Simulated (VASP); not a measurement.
# B (Cmcm) in VASP: single point with PBE

Aim: the single point of B with PBE.

Program: VASP 6.6.1. These are calculated values, not measurements. Logs are shortened: lines on timing, memory, paths and dates and some standing lists are left out, and cuts for length are marked.

### Step 1. The cell of the first run

It takes space group Cmcm (No. 63, orthorhombic). Conventional cell: a = 1.625 Å, b = 7.732 Å, c = 2.865 Å, α = 90.00°, β = 90.00°, γ = 90.00°. Within 2.2 Å of B (site symmetry m2m) lie 6 B at 1.63 to 1.86 Å.

### Step 2. Single point, PBE, non-collinear spin, zero start, spin-orbit coupling

The input, INCAR:

```
  PREC = Accurate
  ENCUT = 520
  EDIFF = 1E-6
  ISMEAR = -1
  SIGMA = 0.1
  LREAL = F
  LASPH = T
  NELM = 150
  ALGO = Normal
  ISIF = 2
  LWAVE = F
  LCHARG = F
  LNONCOLLINEAR = T
  MAGMOM = 0 0 0 0 0 0
  LORBIT = 11
  LSORBIT = T
  GGA_COMPAT = F
  LORBMOM = T
  GGA = PE
  NBANDS = 18
```

The input, KPOINTS:

```
Automatic mesh
0
Gamma
  19 19 11
```

The input, POSCAR:

```
B
1.0
   -2.6408695274      2.8263200874      0.8019938880
    2.8263200874     -2.6408695274      0.8019938880
    1.9994066046      1.9994066046     -0.4623408477
B
2
Direct
    0.0697033925      0.9302966075      1.0000000000
    0.6802966075      0.3197033925      0.5000000000
```

Potentials or basis: VASP PAW PBE potentials, release 64 (B).

Run with:

```console
$ cat potpaw_PBE.64/B/POTCAR > POTCAR
$ mpirun -np 1 vasp_ncl > vasp.out
```

OUTCAR:

```text
PREC = Accurate
   ENCUT = 520
   EDIFF = 1E-6
   ISMEAR = -1
   LREAL = F
   LASPH = T
   NELM = 150
   ISIF = 2
   LNONCOLLINEAR = T
   LORBIT = 11
   LSORBIT = T
   GGA = PE

 ion  position               nearest neighbor table
   1  0.070  0.930  0.000-   2 1.86   2 1.86   2 1.86   2 1.86
   2  0.680  0.320  0.500-   1 1.86   1 1.86   1 1.86   1 1.86

  LATTYP: Found a base centered orthorhombic cell.
 ALAT       =     1.6252878533
 B/A-ratio  =     4.7571718978
 C/A-ratio  =     1.7628492350

  Lattice vectors:

 A1 = (  -2.6408695274,   2.8263200874,   0.8019938880)
 A2 = (   2.8263200874,  -2.6408695274,   0.8019938880)
 A3 = (   1.9994066046,   1.9994066046,  -0.4623408477)

Analysis of symmetry for initial positions (statically):
=====================================================================
 Subroutine PRICEL returns:
 Original cell was already a primitive cell.

 Routine SETGRP: Setting up the symmetry group for a
 base centered orthorhombic supercell.

 Subroutine GETGRP returns: Found  8 space group operations
 (whereof  4 operations were pure point group operations)
 out of a pool of  8 trial point group operations.

The static configuration has the point symmetry C_2v.
 The point group associated with its full space group is D_2h.

Analysis of symmetry for dynamics (positions and initial velocities):
=====================================================================
 Subroutine PRICEL returns:
 Original cell was already a primitive cell.

 Routine SETGRP: Setting up the symmetry group for a
 base centered orthorhombic supercell.

 Subroutine GETGRP returns: Found  8 space group operations
 (whereof  4 operations were pure point group operations)
 out of a pool of  8 trial point group operations.

The dynamic configuration has the point symmetry C_2v.
 The point group associated with its full space group is D_2h.

Analysis of structural, dynamic, and magnetic symmetry:
=====================================================================
 Subroutine PRICEL returns:
 Original cell was already a primitive cell.

 Routine SETGRP: Setting up the symmetry group for a
 base centered orthorhombic supercell.

 Subroutine GETGRP returns: Found  8 space group operations
 (whereof  4 operations were pure point group operations)
 out of a pool of  8 trial point group operations.

The overall configuration has the point symmetry C_2v.
 The point group associated with its full space group is D_2h.

 Subroutine INISYM returns: Found  8 space group operations
 (whereof  4 operations are pure point group operations),
 and found     1 'primitive' translations

----------------------------------------------------------------------------------------

                                     Primitive cell

  volume of cell :      18.0022

  direct lattice vectors                    reciprocal lattice vectors
    -2.640869527  2.826320087  0.801993888    -0.021249105  0.161660227  0.607212033
     2.826320087 -2.640869527  0.801993888     0.161660227 -0.021249105  0.607212033
     1.999406605  1.999406605 -0.462340848     0.243562434  0.243562434 -0.056320616

  length of vectors
     3.950376095  3.950376095  2.865137449     0.628722520  0.628722520  0.349023395

  position of ions in fractional coordinates (direct lattice)
     0.069703393  0.930296607  0.000000000
     0.680296607  0.319703393  0.500000000

  ion indices of the primitive-cell ions
   primitive index   ion index
                 1           1
                 2           2

----------------------------------------------------------------------------------------

 KPOINTS: Automatic mesh

Automatic generation of k-mesh.
 Grid dimensions read from file:
 generate k-points for:   19   19   11

 Generating k-lattice:

[... 97 lines left out ...]

 number of electron       6.0000000 magnetization       0.0000000      0.0000000      0.0000000

 number of electron       6.0000000 magnetization       0.0000000     -0.0000000      0.0000000

 number of electron       6.0000000 magnetization       0.0000000     -0.0000000     -0.0000000

 Free energy of the ion-electron system (eV)
  ---------------------------------------------------
  ext. energy  EPLUGINS =         0.00000000
  ---------------------------------------------------
  free energy    TOTEN  =       -12.45876637 eV

  energy without entropy =      -12.44572547  energy(sigma->0) =      -12.45224592

 E-fermi :   4.4937     XC(G=0): -10.3896

 val. band max:        4.4910786085   @ k =   0.2105   0.1053   0.0000
 cond. band min:       4.4964133581   @ k =  -0.4737   0.1053   0.2727
 fundamental gap:      0.0053347495
 Fermi energy:         4.4936852954

 k-point     1 :       0.0000    0.0000    0.0000
  band No.  band energies     occupation
      1     -11.6420      1.00000
      2     -11.6420      1.00000
      3      -1.2963      1.00000
      4      -1.2963      1.00000
      5      -0.8235      1.00000
      6      -0.8235      1.00000
[... 481 lines left out ...]
      5       1.5810      1.00000
      6       1.5810      1.00000
[... 10 lines left out ...]
     17      23.4218      0.00000
     18      23.4218      0.00000

 [... further k-points ...]

------------------------ aborting loop because EDIFF is reached ----------------------------------------

  FORCE on cell =-STRESS in cart. coord.  units (eV):
  Direction    XX          YY          ZZ          XY          YZ          ZX
  --------------------------------------------------------------------------------------
  -------------------------------------------------------------------------------------
  Total        0.0180830      0.0180830     -0.0090484     -0.0192759     -0.0009332     -0.0009332
  in kB        1.6093713      1.6093713     -0.8052974     -1.7155411     -0.0830524     -0.0830524
  external PRESSURE =       0.8044817 kB  Pullay stress =       0.0000000 kB

 VOLUME and BASIS-vectors are now :
 -----------------------------------------------------------------------------
  energy-cutoff  :      520.00
  volume of cell :       18.00
      direct lattice vectors                 reciprocal lattice vectors
    -2.640869527  2.826320087  0.801993888    -0.021249105  0.161660227  0.607212033
     2.826320087 -2.640869527  0.801993888     0.161660227 -0.021249105  0.607212033
     1.999406605  1.999406605 -0.462340848     0.243562434  0.243562434 -0.056320616

 POSITION                                       TOTAL-FORCE (eV/Angst)
 -----------------------------------------------------------------------------------
      2.44524     -2.25979      0.80199        -0.009934      0.009934     -0.000000
      0.10671      2.07814      0.57082         0.009934     -0.009934      0.000000
 -----------------------------------------------------------------------------------
    total drift:                                0.000000     -0.000000      0.000000

  FREE ENERGIE OF THE ION-ELECTRON SYSTEM (eV)
  ---------------------------------------------------
  free  energy   TOTEN  =       -12.4587663660 eV

  energy  without entropy=      -12.4457254743  energy(sigma->0) =      -12.45224592

 orbital moment (x)

 # of ion     p       tot
 --------------------------------
  1        -0.000  -0.000
  2        -0.000  -0.000
 --------------------------------
           -0.000  -0.000

 orbital moment (y)

 # of ion     p       tot
 --------------------------------
  1         0.000   0.000
  2         0.000   0.000
 --------------------------------
            0.000   0.000

 orbital moment (z)

 # of ion     p       tot
 --------------------------------
  1         0.000   0.000
  2        -0.000  -0.000
 --------------------------------
           -0.000  -0.000

 Spin-Orbit-Coupling matrix elements

 Ion:    1  E_soc:     -0.0000027
 l=   1
     0.0000000    -0.0000005    -0.0000004
    -0.0000005     0.0000000    -0.0000005
    -0.0000004    -0.0000005     0.0000000
 l=   2
     0.0000000     0.0000000     0.0000000     0.0000000     0.0000000
     0.0000000     0.0000000     0.0000000     0.0000000     0.0000000
     0.0000000     0.0000000     0.0000000     0.0000000     0.0000000
     0.0000000     0.0000000     0.0000000     0.0000000     0.0000000
     0.0000000     0.0000000     0.0000000     0.0000000     0.0000000
 l=   3
     0.0000000     0.0000000     0.0000000     0.0000000     0.0000000     0.0000000     0.0000000
     0.0000000     0.0000000     0.0000000     0.0000000     0.0000000     0.0000000     0.0000000
     0.0000000     0.0000000     0.0000000     0.0000000     0.0000000     0.0000000     0.0000000
     0.0000000     0.0000000     0.0000000     0.0000000     0.0000000     0.0000000     0.0000000
     0.0000000     0.0000000     0.0000000     0.0000000     0.0000000     0.0000000     0.0000000
     0.0000000     0.0000000     0.0000000     0.0000000     0.0000000     0.0000000     0.0000000
     0.0000000     0.0000000     0.0000000     0.0000000     0.0000000     0.0000000     0.0000000

 Ion:    2  E_soc:     -0.0000027
 l=   1
     0.0000000    -0.0000005    -0.0000004
    -0.0000005     0.0000000    -0.0000005
    -0.0000004    -0.0000005     0.0000000
 l=   2
     0.0000000     0.0000000     0.0000000     0.0000000     0.0000000
     0.0000000     0.0000000     0.0000000     0.0000000     0.0000000
     0.0000000     0.0000000     0.0000000     0.0000000     0.0000000
     0.0000000     0.0000000     0.0000000     0.0000000     0.0000000
     0.0000000     0.0000000     0.0000000     0.0000000     0.0000000
 l=   3
     0.0000000     0.0000000     0.0000000     0.0000000     0.0000000     0.0000000     0.0000000
     0.0000000     0.0000000     0.0000000     0.0000000     0.0000000     0.0000000     0.0000000
     0.0000000     0.0000000     0.0000000     0.0000000     0.0000000     0.0000000     0.0000000
     0.0000000     0.0000000     0.0000000     0.0000000     0.0000000     0.0000000     0.0000000
     0.0000000     0.0000000     0.0000000     0.0000000     0.0000000     0.0000000     0.0000000
     0.0000000     0.0000000     0.0000000     0.0000000     0.0000000     0.0000000     0.0000000
     0.0000000     0.0000000     0.0000000     0.0000000     0.0000000     0.0000000     0.0000000

 total charge

# of ion       s       p       d       tot
------------------------------------------
    1        0.695   1.323   0.000   2.018
    2        0.695   1.323   0.000   2.018
--------------------------------------------------
tot          1.390   2.646   0.000   4.036

 magnetization (x)

# of ion       s       p       d       tot
------------------------------------------
    1        0.000   0.000   0.000   0.000
    2        0.000   0.000   0.000   0.000
--------------------------------------------------
tot          0.000   0.000   0.000   0.000

 magnetization (y)

# of ion       s       p       d       tot
------------------------------------------
    1        0.000   0.000   0.000   0.000
    2        0.000   0.000   0.000   0.000
--------------------------------------------------
tot          0.000   0.000   0.000   0.000

 magnetization (z)

# of ion       s       p       d       tot
------------------------------------------
    1        0.000   0.000   0.000   0.000
    2        0.000   0.000   0.000   0.000
--------------------------------------------------
tot          0.000   0.000   0.000   0.000
```

It took 14 min on 1 thread of Intel Xeon 8259CL, shared host; peak memory 0.42 GiB.

Results:

```
Free energy                                           : -12.4588 eV
Pressure                                              : 0.1 GPa
Largest force                                         : 0.014 eV/Å
Net moment                                            : 0.00 μB per cell
Valence electrons inside the program's atomic spheres : B 2.02
```

Forces on the atoms (eV/Å):
```
B   -0.010  0.010  0.000
B    0.010 -0.010  0.000
```

Stress tensor (GPa, compression positive):
```
 0.16 -0.17 -0.01
-0.17  0.16 -0.01
-0.01 -0.01 -0.08
```

Moments on the atoms (μB; x, y, z):
```
B   0.00 0.00 0.00
B   0.00 0.00 0.00
```
